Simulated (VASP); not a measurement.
# Cu (Fm-3m) in VASP: a series of runs, part 3 of 3

VASP 6.6.1.

### Step 4. Electric field gradients, PBEsol (volume scaled by 1.04)

The input, INCAR:

```
SYSTEM = Cu
PREC     = Accurate       ! precision mode
ENCUT    = 520            ! plane-wave cutoff, eV
EDIFF    = 1E-8           ! SCF threshold, eV
ISMEAR   = -1             ! smearing method
SIGMA    = 0.03           ! smearing width, eV
LREAL    = .FALSE.        ! projectors in reciprocal space
LASPH    = .TRUE.         ! aspherical terms in the spheres
NELM     = 80             ! most SCF steps
ALGO     = Normal         ! electronic algorithm
ISIF     = 2              ! what is computed and relaxed
LWAVE    = .FALSE.        ! write WAVECAR
LCHARG   = .FALSE.        ! write CHGCAR
GGA      = PS             ! functional
LEFG     = .TRUE.       
NBANDS   = 12             ! bands
```

The input, KPOINTS:

```
regular mesh
0
G
  17 17 17
  0 0 0
```

The input, POSCAR:

```
Cu
1.0
    0.0000000000      1.8312856224      1.8312856224
    1.8312856224      0.0000000000      1.8312856224
    1.8312856224      1.8312856224      0.0000000000
Cu
1
Direct
    0.0000000000      0.0000000000      0.0000000000
```

Potentials or basis: VASP PAW PBE potentials, release 64 (Cu).

Launch:

```
> cat potpaw_PBE.64/Cu/POTCAR > POTCAR
> mpirun -np 1 vasp_std > vasp.out
```

OUTCAR:

```text
SYSTEM = Cu
   PREC = Accurate
   ENCUT = 520
   EDIFF = 1E-8
   ISMEAR = -1
   LREAL = .FALSE.
   LASPH = .TRUE.
   NELM = 80
   ISIF = 2
   GGA = PS

 ion  position               nearest neighbor table
   1  0.000  0.000  0.000-

  LATTYP: Found a face centered cubic cell.
 ALAT       =     3.6625712448

  Lattice vectors:

 A1 = (   0.0000000000,   1.8312856224,   1.8312856224)
 A2 = (   1.8312856224,   0.0000000000,   1.8312856224)
 A3 = (   1.8312856224,   1.8312856224,   0.0000000000)

Analysis of symmetry for initial positions (statically):
=====================================================================
 Subroutine PRICEL returns:
 Original cell was already a primitive cell.

 Routine SETGRP: Setting up the symmetry group for a
 face centered cubic supercell.

 Subroutine GETGRP returns: Found 48 space group operations
 (whereof 48 operations were pure point group operations)
 out of a pool of 48 trial point group operations.

The static configuration has the point symmetry O_h .

Analysis of symmetry for dynamics (positions and initial velocities):
=====================================================================
 Subroutine PRICEL returns:
 Original cell was already a primitive cell.

 Routine SETGRP: Setting up the symmetry group for a
 face centered cubic supercell.

 Subroutine GETGRP returns: Found 48 space group operations
 (whereof 48 operations were pure point group operations)
 out of a pool of 48 trial point group operations.

The dynamic configuration has the point symmetry O_h .

 Subroutine INISYM returns: Found 48 space group operations
 (whereof 48 operations are pure point group operations),
 and found     1 'primitive' translations

----------------------------------------------------------------------------------------

                                     Primitive cell

  volume of cell :      12.2828

  direct lattice vectors                    reciprocal lattice vectors
     0.000000000  1.831285622  1.831285622    -0.273032232  0.273032232  0.273032232
     1.831285622  0.000000000  1.831285622     0.273032232 -0.273032232  0.273032232
     1.831285622  1.831285622  0.000000000     0.273032232  0.273032232 -0.273032232

  length of vectors
     2.589828964  2.589828964  2.589828964     0.472905697  0.472905697  0.472905697

  position of ions in fractional coordinates (direct lattice)
     0.000000000  0.000000000  0.000000000

  ion indices of the primitive-cell ions
   primitive index   ion index
                 1           1

----------------------------------------------------------------------------------------

 KPOINTS: regular mesh

Automatic generation of k-mesh.
 Grid dimensions read from file:
 generate k-points for:   17   17   17

 Generating k-lattice:

  Cartesian coordinates                     Fractional coordinates (reciprocal lattice)
[... 66 lines left out ...]
   ISIF   =      2    stress and relaxation
   ISYM   =      2    0-nonsym 1-usesym 2-fastsym
   POTIM  = 0.5000    time-step for ionic-motion
   TEBEG  =    0.0;   TEEND  =   0.0 temperature during run
   PSTRESS=    0.0 pullay stress
   NELECT =      11.0000    total number of electrons
   NUPDOWN=      -1.0000    fix difference up-down
   EMIN   =  10.00;   EMAX   =-10.00  energy-range for DOS
   EFERMI =   0.00;   METHOD = LEGACY
   ISMEAR =    -1;   SIGMA  =   0.03  broadening in eV -4-tet -1-fermi 0-gaus
   EFERMI_NEDOS =   21; number of points for ismear=-14 and -15
   IALGO  =     38    algorithm
   IMIX   =      4    mixing-type and parameters
     AMIX     =   0.40;   BMIX     =  1.00
     AMIX_MAG =   1.60;   BMIX_MAG =  1.00
  volume/ion in A,a.u.               =      12.28        82.89
  Fermi-wavevector in a.u.,A,eV,Ry     =   1.577997  2.981983 33.879542  2.490076
  Thomas-Fermi vector in A             =   2.678595
   LORBIT       =      0    0 simple, 1 ext, 2 COOP (PROOUT), +10 PAW based schemes
   GGA     = PS    functional components
   LHFCALC =     F    Hartree Fock is set to
   AEXX    =    0.0000 exact exchange contribution
   IVDW    =     0    specifies the selected vdW correction
   LEPSILON=     F    determine dielectric tensor
   LRPA    =     F    only Hartree local field effects (RPA)
 non-spin polarized calculation
  energy-cutoff  :      520.00
  volume of cell :       12.28
 maximum number of plane-waves:       338
   NGX =  9   NGY =  9   NGZ =  9

 number of electron      10.9999989 magnetization

 Free energy of the ion-electron system (eV)
  ---------------------------------------------------
  ext. energy  EPLUGINS =         0.00000000
  ---------------------------------------------------
  free energy    TOTEN  =        -4.27480114 eV

  energy without entropy =       -4.27376591  energy(sigma->0) =       -4.27428353

 E-fermi :   6.9860     XC(G=0): -12.6817

 val. band max:        6.9009763915   @ k =  -0.4706   0.1176   0.0588
 cond. band min:       7.0018639751   @ k =  -0.3529   0.1765   0.0000
 fundamental gap:      0.1008875835
 Fermi energy:         6.9859975240

 k-point     1 :       0.0000    0.0000    0.0000
  band No.  band energies     occupation
      1      -2.1679      2.00000
      2       4.0065      2.00000
      3       4.0065      2.00000
      4       4.0065      2.00000
      5       4.7888      2.00000
      6       4.7888      2.00000
      7      29.1930      0.00000
      8      31.5048      0.00000
      9      31.5048      0.00000
     10      31.5048      0.00000
     11      33.9569      0.00000
     12      33.9569      0.00000
[... 331 lines left out ...]
 k-point    24 :      -0.1176    0.0588    0.0000
  band No.  band energies     occupation
      1      -1.4035      2.00000
      2       3.8543      2.00000
      3       4.1298      2.00000
      4       4.1338      2.00000
      5       4.6894      2.00000
      6       4.8237      2.00000
      7      24.7134      0.00000
      8      27.1849      0.00000
      9      30.7938      0.00000
     10      31.9154      0.00000
     11      34.5510      0.00000
     12      34.9228      0.00000

 [... further k-points ...]
[... 5 lines left out ...]
  --------------------------------------------------------------------------------------
  -------------------------------------------------------------------------------------
  Total       -0.8265364     -0.8265364     -0.8265364     -0.0000000      0.0000000      0.0000000
  in kB     -107.8137843   -107.8137843   -107.8137843     -0.0000000      0.0000000      0.0000000
  external PRESSURE =    -107.8137843 kB  Pullay stress =       0.0000000 kB

 VOLUME and BASIS-vectors are now :
 -----------------------------------------------------------------------------
  energy-cutoff  :      520.00
  volume of cell :       12.28
      direct lattice vectors                 reciprocal lattice vectors
     0.000000000  1.831285622  1.831285622    -0.273032232  0.273032232  0.273032232
     1.831285622  0.000000000  1.831285622     0.273032232 -0.273032232  0.273032232
     1.831285622  1.831285622  0.000000000     0.273032232  0.273032232 -0.273032232

 POSITION                                       TOTAL-FORCE (eV/Angst)
 -----------------------------------------------------------------------------------
      0.00000      0.00000      0.00000         0.000000      0.000000      0.000000
 -----------------------------------------------------------------------------------
    total drift:                                0.000000      0.000000      0.000000

  FREE ENERGIE OF THE ION-ELECTRON SYSTEM (eV)
  ---------------------------------------------------
  free  energy   TOTEN  =        -4.2748011444 eV

  energy  without entropy=       -4.2737659061  energy(sigma->0) =       -4.27428353

 Electric field gradients (V/A^2)
---------------------------------------------------------------------
 ion       V_xx      V_yy      V_zz      V_xy      V_xz      V_yz
---------------------------------------------------------------------
   1       0.000    -0.000    -0.000     0.002     0.002     0.002
---------------------------------------------------------------------

 Electric field gradients after diagonalization (V/A^2)
 (convention: |V_zz| > |V_xx| > |V_yy|)
----------------------------------------------------------------------
 ion       V_xx      V_yy      V_zz     asymmetry (V_yy - V_xx)/ V_zz
----------------------------------------------------------------------
   1      -0.002    -0.002     0.004       0.000
----------------------------------------------------------------------

           NMR quadrupolar parameters

 Cq : quadrupolar parameter    Cq=e*Q*V_zz/h
 eta: asymmetry parameters     (V_yy - V_xx)/ V_zz
 Q  : nuclear electric quadrupole moment in mb (millibarn)
----------------------------------------------------------------------
 ion       Cq(MHz)       eta       Q (mb)
----------------------------------------------------------------------
   1       0.000       0.000       1.000
----------------------------------------------------------------------
```

It used 45 s of CPU time on 1 thread of Intel Xeon 8259CL, with other jobs on the host.

What came out:

```yaml
Free_energy: -4.2748 eV
Pressure: -10.8 GPa
```

Levels at points of the mesh, in eV from the Fermi level:
| k point | band 4 | band 5 | band 6 | band 7 | band 8 | band 9 |
| --- | --- | --- | --- | --- | --- | --- |
| (0.00, 0.00, 0.00) | -2.98 | -2.20 | -2.20 | 22.21 | 24.52 | 24.52 |

Caveat: without QUAD_EFG the Cq values of the log hold for a quadrupole moment of 1 mb, not for the nuclei; the PAW data sets were made with another functional, which shifts forces and pressure a little.

### Step 5. Electric field gradients, PBEsol (volume scaled by 1.04)

The input, INCAR:

```
PREC     = Accurate       # precision mode
ENCUT    = 520            # plane-wave cutoff, eV
EDIFF    = 1E-8           # SCF threshold, eV
ISMEAR   = -1             # smearing method
SIGMA    = 0.03           # smearing width, eV
LREAL    = False          # projectors in reciprocal space
LASPH    = True           # aspherical terms in the spheres
NELM     = 60             # most SCF steps
ALGO     = Normal         # electronic algorithm
ISIF     = 2              # what is computed and relaxed
LWAVE    = False          # write WAVECAR
LCHARG   = False          # write CHGCAR
GGA      = PS             # functional
LEFG     = True         
NBANDS   = 12             # bands
```

The input, KPOINTS:

```
Automatic mesh
0
Gamma
  17 17 17
```

POSCAR is that of step 4.

Potentials or basis: VASP PAW PBE potentials, release 64 (Cu).

Launch:

```
> cat potpaw_PBE.64/Cu/POTCAR > POTCAR
> mpirun -np 1 vasp_std > vasp.out
```

OUTCAR:

```text
PREC = Accurate
   ENCUT = 520
   EDIFF = 1E-8
   ISMEAR = -1
   LREAL = False
   LASPH = True
   NELM = 60
   ISIF = 2
   GGA = PS

 ion  position               nearest neighbor table
   1  0.000  0.000  0.000-

  LATTYP: Found a face centered cubic cell.
 ALAT       =     3.6625712448

  Lattice vectors:

 A1 = (   0.0000000000,   1.8312856224,   1.8312856224)
 A2 = (   1.8312856224,   0.0000000000,   1.8312856224)
 A3 = (   1.8312856224,   1.8312856224,   0.0000000000)

Analysis of symmetry for initial positions (statically):
=====================================================================
 Subroutine PRICEL returns:
 Original cell was already a primitive cell.

 Routine SETGRP: Setting up the symmetry group for a
 face centered cubic supercell.
[... 540 lines left out ...]
  in kB     -107.8137843   -107.8137843   -107.8137843     -0.0000000      0.0000000      0.0000000
  external PRESSURE =    -107.8137843 kB  Pullay stress =       0.0000000 kB

 VOLUME and BASIS-vectors are now :
 -----------------------------------------------------------------------------
  energy-cutoff  :      520.00
  volume of cell :       12.28
      direct lattice vectors                 reciprocal lattice vectors
     0.000000000  1.831285622  1.831285622    -0.273032232  0.273032232  0.273032232
     1.831285622  0.000000000  1.831285622     0.273032232 -0.273032232  0.273032232
     1.831285622  1.831285622  0.000000000     0.273032232  0.273032232 -0.273032232

 POSITION                                       TOTAL-FORCE (eV/Angst)
 -----------------------------------------------------------------------------------
      0.00000      0.00000      0.00000         0.000000      0.000000      0.000000
 -----------------------------------------------------------------------------------
    total drift:                                0.000000      0.000000      0.000000

  FREE ENERGIE OF THE ION-ELECTRON SYSTEM (eV)
  ---------------------------------------------------
  free  energy   TOTEN  =        -4.2748011444 eV

  energy  without entropy=       -4.2737659061  energy(sigma->0) =       -4.27428353

 Electric field gradients (V/A^2)
---------------------------------------------------------------------
 ion       V_xx      V_yy      V_zz      V_xy      V_xz      V_yz
---------------------------------------------------------------------
   1       0.000    -0.000    -0.000     0.002     0.002     0.002
---------------------------------------------------------------------

 Electric field gradients after diagonalization (V/A^2)
 (convention: |V_zz| > |V_xx| > |V_yy|)
----------------------------------------------------------------------
 ion       V_xx      V_yy      V_zz     asymmetry (V_yy - V_xx)/ V_zz
----------------------------------------------------------------------
   1      -0.002    -0.002     0.004       0.000
----------------------------------------------------------------------

           NMR quadrupolar parameters

 Cq : quadrupolar parameter    Cq=e*Q*V_zz/h
 eta: asymmetry parameters     (V_yy - V_xx)/ V_zz
 Q  : nuclear electric quadrupole moment in mb (millibarn)
----------------------------------------------------------------------
 ion       Cq(MHz)       eta       Q (mb)
----------------------------------------------------------------------
   1       0.000       0.000       1.000
----------------------------------------------------------------------
```

Wall time 69 s (1 thread of Intel Xeon 8259CL, shared host); peak memory 0.14 GiB.

What came out:

* Free energy: -4.2748 eV
* Pressure: -10.8 GPa

Levels at points of the mesh, in eV from the Fermi level:
| k point | band 3 | band 4 | band 5 | band 6 | band 7 | band 8 | band 9 | band 10 |
| --- | --- | --- | --- | --- | --- | --- | --- | --- |
| (0.00, 0.00, 0.00) | -2.98 | -2.98 | -2.20 | -2.20 | 22.21 | 24.52 | 24.52 | 24.52 |

Caveat: without QUAD_EFG the Cq values of the log hold for a quadrupole moment of 1 mb, not for the nuclei; the PAW data sets were made with another functional, which shifts forces and pressure a little.

### Step 6. Overview

```tsv
cell	gap on the mesh (eV)	pressure (GPa)
a = 2.539 Å, angles 60.0°, 1 atom	none	-3.1
a = 2.565 Å, angles 60.0°, 1 atom	none	-7.3
a = 2.590 Å, angles 60.0°, 1 atom	none	-10.8
```

Alike in all rows: task electric field gradients; level PBEsol; potentials or basis VASP PAW PBE potentials, release 64 (Cu); no spin polarisation; k mesh 17 × 17 × 17; cutoff (eV) 520; smearing fermi-dirac 0.03 eV.

Caveats: the PAW data sets were made with another functional, which shifts forces and pressure a little.

Total energies depend on the potentials used, so only differences within one code and one set of settings carry meaning.
